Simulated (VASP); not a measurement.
# AlN in VASP: further runs

The runs below take AlN through single point, with PBEsol.

All numbers are computed with VASP 6.6.1; they aren't measurements. Logs are shortened: lines on timing, memory, paths and dates and some standing lists are left out, and cuts for length are marked.

## Step 1: The cell of the first run

The structure is monoclinic, space group C2 (No. 5). The conventional cell has a = 4.326 Å, b = 4.326 Å, c = 3.114 Å, α = 90.00°, β = 134.00°, γ = 90.00°. Al (site symmetry 2) has 4 N at 1.83 to 1.96 Å within 2.4 Å. N (site symmetry 2) has 4 Al at 1.83 to 1.96 Å within 2.4 Å.

## Step 2: Single point, PBEsol (mode 4 frozen in at -0.076 Å, strain +e along z and -e/2 along x and y +0.0233)

The input, INCAR:

```
SYSTEM = AlN
PREC = Accurate ; ENCUT = 520
EDIFF = 1E-6 ; ISMEAR = 0
SIGMA = 0.05 ; LREAL = .False.
LASPH = .True. ; NELM = 100
ALGO = Normal ; ISIF = 2
LWAVE = .False. ; LCHARG = .False.
GGA = PS ; NBANDS = 11
```

The input, KPOINTS:

```
Automatic mesh
0
Gamma
  10 10 10
  0 0 0
```

The input, POSCAR:

```
AlN
1.0
    0.0000000000      2.2396523787      2.1631588278
    2.1631588278      0.0000000000      2.1631588278
    2.1631588278      2.2396523787      0.0000000000
Al N
1 1
Direct
   -0.0090133114      0.0090133114      0.0090133114
    0.7673622480      0.7326377520      0.7326377520
```

Potentials or basis: VASP PAW PBE potentials, release 64 (Al, N).

Started as:

```console
> cat potpaw_PBE.64/Al/POTCAR potpaw_PBE.64/N/POTCAR > POTCAR
> mpirun -np 1 vasp_std > vasp.out
```

OUTCAR:

```text
SYSTEM = AlN
   PREC = Accurate
   ENCUT = 520
   EDIFF = 1E-6
   ISMEAR = 0
   LREAL = .False.
   LASPH = .True.
   NELM = 100
   ISIF = 2
   GGA = PS

 ion  position               nearest neighbor table
   1  0.991  0.009  0.009-   2 1.83   2 1.83   2 1.96   2 1.96
   2  0.767  0.733  0.733-   1 1.83   1 1.83   1 1.96   1 1.96

  LATTYP: Found a body centered tetragonal cell.
 ALAT       =     3.0591685518
 C/A-ratio  =     1.4642229356

  Lattice vectors:

 A1 = (   0.0000000000,  -2.2396523787,   2.1631588278)
 A2 = (   0.0000000000,  -2.2396523787,  -2.1631588278)
 A3 = (   2.1631588278,   2.2396523787,   0.0000000000)

Analysis of symmetry for initial positions (statically):
=====================================================================
 Subroutine PRICEL returns:
 Original cell was already a primitive cell.

 Routine SETGRP: Setting up the symmetry group for a
 body centered tetragonal supercell.

 Subroutine GETGRP returns: Found  2 space group operations
 (whereof  2 operations were pure point group operations)
 out of a pool of 16 trial point group operations.

The static configuration has the point symmetry C_2 .

Analysis of symmetry for dynamics (positions and initial velocities):
=====================================================================
 Subroutine PRICEL returns:
 Original cell was already a primitive cell.

 Routine SETGRP: Setting up the symmetry group for a
 body centered tetragonal supercell.

 Subroutine GETGRP returns: Found  2 space group operations
 (whereof  2 operations were pure point group operations)
 out of a pool of 16 trial point group operations.

The dynamic configuration has the point symmetry C_2 .

 Subroutine INISYM returns: Found  2 space group operations
 (whereof  2 operations are pure point group operations),
 and found     1 'primitive' translations

----------------------------------------------------------------------------------------

                                     Primitive cell

  volume of cell :      20.9598

  direct lattice vectors                    reciprocal lattice vectors
     0.000000000  2.239652379  2.163158828    -0.231143453  0.223248931  0.231143453
     2.163158828  0.000000000  2.163158828     0.231143453 -0.223248931  0.231143453
     2.163158828  2.239652379  0.000000000     0.231143453  0.223248931 -0.231143453

  length of vectors
     3.113727492  3.059168552  3.113727492     0.395846784  0.395846784  0.395846784

  position of ions in fractional coordinates (direct lattice)
     0.990986689  0.009013311  0.009013311
     0.767362248  0.732637752  0.732637752

  ion indices of the primitive-cell ions
   primitive index   ion index
                 1           1
                 2           2

----------------------------------------------------------------------------------------

 KPOINTS: Automatic mesh

Automatic generation of k-mesh.
 Grid dimensions read from file:
 generate k-points for:   10   10   10

 Generating k-lattice:

  Cartesian coordinates                     Fractional coordinates (reciprocal lattice)
    -0.023114345  0.022324893  0.023114345     0.100000000  0.000000000  0.000000000
     0.023114345 -0.022324893  0.023114345    -0.000000000  0.100000000 -0.000000000
     0.023114345  0.022324893 -0.023114345     0.000000000  0.000000000  0.100000000

  Length of vectors
     0.039584678  0.039584678  0.039584678

  Shift w.r.t. Gamma in fractional coordinates (k-lattice)
     0.000000000  0.000000000  0.000000000

 Subroutine IBZKPT returns following result:
 ===========================================

 Found    282 irreducible k-points:

 Following reciprocal coordinates:
            Coordinates               Weight
  0.000000  0.000000  0.000000      1.000000
  0.100000  0.000000 -0.000000      4.000000
 -0.000000 -0.100000 -0.000000      4.000000
  0.200000  0.000000 -0.000000      4.000000
 -0.000000 -0.200000 -0.000000      4.000000
  0.300000  0.000000 -0.000000      4.000000
[... 16 lines left out ...]
  0.000000 -0.400000 -0.100000      4.000000
 -0.100000 -0.100000  0.300000      4.000000
 [... further k-points ...]
   k-points           NKPTS =    282   k-points in BZ     NKDIM =    282   number of bands    NBANDS=     11
   number of dos      NEDOS =    301   number of ions     NIONS =      2
   total plane-waves  NPLWV =  13824
   dimension x,y,z NGX =    24 NGY =   24 NGZ =   24
   dimension x,y,z NGXF=    48 NGYF=   48 NGZF=   48
   ions per type =               1   1
   NGX,Y,Z   is equivalent  to a cutoff of  12.81, 13.04, 12.81 a.u.
   NGXF,Y,Z  is equivalent  to a cutoff of  25.63, 26.08, 25.63 a.u.
 SYSTEM =  AlN
   PREC   = accura    normal or accurate (medium, high low for compatibility)
   ISTART =      0    job   : 0-new  1-cont  2-samecut
   ICHARG =      2    charge: 1-file 2-atom 10-const
   ISPIN  =      1    spin polarized calculation?
   LNONCOLLINEAR =      F non collinear calculations
   LSORBIT =      F    spin-orbit coupling
   LASPH  =      T    aspherical Exc in radial PAW
   ENCUT  =  520.0 eV  38.22 Ry    6.18 a.u.   5.79  5.69  5.79*2*pi/ulx,y,z
   NELM   =    100;   NELMIN=  2; NELMDL= -5     # of ELM steps
   EDIFF  = 0.1E-05   stopping-criterion for ELM
   LREAL  =      F    real-space projection
   EDIFFG = 0.1E-04   stopping-criterion for IOM
   NSW    =      0    number of steps for IOM
   IBRION =     -1    ionic relax: 0-MD 1-quasi-New 2-CG
   NFREE  =      0    steps in history (QN), initial steepest desc. (CG)
   ISIF   =      2    stress and relaxation
   ISYM   =      2    0-nonsym 1-usesym 2-fastsym
   POTIM  = 0.5000    time-step for ionic-motion
   TEBEG  =    0.0;   TEEND  =   0.0 temperature during run
   PSTRESS=    0.0 pullay stress
   NELECT =       8.0000    total number of electrons
   NUPDOWN=      -1.0000    fix difference up-down
   EMIN   =  10.00;   EMAX   =-10.00  energy-range for DOS
   EFERMI =   0.00;   METHOD = LEGACY
   ISMEAR =     0;   SIGMA  =   0.05  broadening in eV -4-tet -1-fermi 0-gaus
   EFERMI_NEDOS =   21; number of points for ismear=-14 and -15
   IALGO  =     38    algorithm
   IMIX   =      4    mixing-type and parameters
     AMIX     =   0.40;   BMIX     =  1.00
     AMIX_MAG =   1.60;   BMIX_MAG =  1.00
  volume/ion in A,a.u.               =      10.48        70.72
  Fermi-wavevector in a.u.,A,eV,Ry     =   1.187524  2.244095 19.187112  1.410213
  Thomas-Fermi vector in A             =   2.323673
   LORBIT       =      0    0 simple, 1 ext, 2 COOP (PROOUT), +10 PAW based schemes
   GGA     = PS    functional components
   LHFCALC =     F    Hartree Fock is set to
   AEXX    =    0.0000 exact exchange contribution
   IVDW    =     0    specifies the selected vdW correction
   LEPSILON=     F    determine dielectric tensor
   LRPA    =     F    only Hartree local field effects (RPA)
 non-spin polarized calculation
 Gauss-broadening in eV      SIGMA  =   0.05
  energy-cutoff  :      520.00
  volume of cell :       20.96
 maximum number of plane-waves:       580
   NGX = 11   NGY = 11   NGZ = 11

 number of electron       8.0000000 magnetization

 Free energy of the ion-electron system (eV)
  ---------------------------------------------------
  ext. energy  EPLUGINS =         0.00000000
  ---------------------------------------------------
  free energy    TOTEN  =       -15.51272261 eV

  energy without entropy =      -15.51272261  energy(sigma->0) =      -15.51272261

 E-fermi :   6.3444     XC(G=0): -11.1024

 val. band max:        6.0945621319   @ k =   0.0000   0.0000   0.0000
 cond. band min:       8.9503333618   @ k =   0.5000   0.5000   0.0000
 fundamental gap:      2.8557712299
 Fermi energy:         6.3443984170

 k-point     1 :       0.0000    0.0000    0.0000
  band No.  band energies     occupation
      1      -9.1037      2.00000
      2       5.4797      2.00000
      3       5.8866      2.00000
      4       6.0946      2.00000
      5       9.8701      0.00000
      6      18.2055      0.00000
      7      18.2447      0.00000
      8      18.2762      0.00000
      9      22.7001      0.00000
     10      23.7359      0.00000
     11      23.8319      0.00000

 k-point     2 :       0.1000    0.0000   -0.0000
  band No.  band energies     occupation
      1      -8.9574      2.00000
      2       5.1366      2.00000
      3       5.4340      2.00000
      4       5.9294      2.00000
      5      10.5739      0.00000
      6      17.7535      0.00000
      7      18.3375      0.00000
      8      18.4380      0.00000
      9      21.6640      0.00000
     10      22.5915      0.00000
     11      23.7903      0.00000

 k-point     3 :      -0.0000   -0.1000   -0.0000
  band No.  band energies     occupation
      1      -8.9559      2.00000
      2       4.8026      2.00000
      3       5.7381      2.00000
      4       6.0326      2.00000
      5      10.5001      0.00000
      6      17.7296      0.00000
      7      18.3347      0.00000
      8      18.5609      0.00000
      9      21.4621      0.00000
     10      22.4583      0.00000
     11      24.1896      0.00000

 k-point     4 :       0.2000    0.0000   -0.0000
  band No.  band energies     occupation
      1      -8.5410      2.00000
      2       3.5017      2.00000
      3       5.2885      2.00000
      4       5.8059      2.00000
      5      11.7268      0.00000
      6      16.9380      0.00000
      7      18.0869      0.00000
      8      18.4351      0.00000
      9      21.4490      0.00000
     10      21.9851      0.00000
     11      22.9955      0.00000
[... 239 lines left out ...]
 k-point    22 :       0.4000    0.1000    0.0000
  band No.  band energies     occupation
      1      -7.4080      2.00000
      2       1.0047      2.00000
      3       4.7691      2.00000
      4       5.2891      2.00000
      5      13.0128      0.00000
      6      15.2830      0.00000
      7      17.2836      0.00000
      8      17.6789      0.00000
      9      22.1497      0.00000
     10      24.2428      0.00000
     11      25.5017      0.00000

 k-point    23 :       0.0000   -0.4000   -0.1000
  band No.  band energies     occupation
      1      -7.3887      2.00000
      2       0.8297      2.00000
      3       5.0220      2.00000
      4       5.3638      2.00000
      5      12.9144      0.00000
      6      15.2023      0.00000
      7      17.3207      0.00000
      8      17.7705      0.00000
      9      22.0031      0.00000
     10      24.3538      0.00000
     11      25.3666      0.00000

 k-point    24 :      -0.1000   -0.1000    0.3000
  band No.  band energies     occupation
      1      -7.3866      2.00000
      2       0.8142      2.00000
      3       5.0929      2.00000
      4       5.3314      2.00000
      5      12.8524      0.00000
      6      15.3090      0.00000
      7      17.1325      0.00000
      8      17.9479      0.00000
      9      21.8064      0.00000
     10      24.5497      0.00000
     11      25.2369      0.00000

 [... further k-points ...]
[... 5 lines left out ...]
  --------------------------------------------------------------------------------------
  -------------------------------------------------------------------------------------
  Total        0.1948998     -0.1095720      0.5211994      0.0000000     -1.0527045      0.0000000
  in kB       14.8982272     -8.3757305     39.8407110      0.0000000    -80.4691880      0.0000000
  external PRESSURE =      15.4544025 kB  Pullay stress =       0.0000000 kB

 VOLUME and BASIS-vectors are now :
 -----------------------------------------------------------------------------
  energy-cutoff  :      520.00
  volume of cell :       20.96
      direct lattice vectors                 reciprocal lattice vectors
     0.000000000  2.239652379  2.163158828    -0.231143453  0.223248931  0.231143453
     2.163158828  0.000000000  2.163158828     0.231143453 -0.223248931  0.231143453
     2.163158828  2.239652379  0.000000000     0.231143453  0.223248931 -0.231143453

 POSITION                                       TOTAL-FORCE (eV/Angst)
 -----------------------------------------------------------------------------------
      0.03899      2.23965      2.16316        -1.589503      0.000000      0.000000
      3.16962      3.35948      3.24474         1.589503     -0.000000      0.000000
 -----------------------------------------------------------------------------------
    total drift:                                0.000059     -0.000000     -0.000000

  FREE ENERGIE OF THE ION-ELECTRON SYSTEM (eV)
  ---------------------------------------------------
  free  energy   TOTEN  =       -15.5127226144 eV

  energy  without entropy=      -15.5127226144  energy(sigma->0) =      -15.51272261
```

Wall time 38 s (1 thread of Intel Xeon Platinum 8259CL at 2.50GHz (Skylake/Cascade Lake), shared host); peak memory 0.18 GiB.

Results:

| Item | Value |
| --- | --- |
| Free energy | -15.5127 eV |
| Pressure | 1.5 GPa |
| Largest force | 1.590 eV/Å |
| Band gap on the k mesh | 2.86 eV, indirect (least direct gap 3.78 eV) |

Forces on the atoms (eV/Å):
```
Al  -1.590  0.000  0.000
N    1.590  0.000  0.000
```

Caveat: the cell differs from its parent crystal (mode 4 frozen in at -0.076 Å, strain +e along z and -e/2 along x and y +0.0233); the PAW data sets were made with another functional, which shifts forces and pressure a little. A k mesh can miss the band edges.

(Part 1 of 3 ends here.)
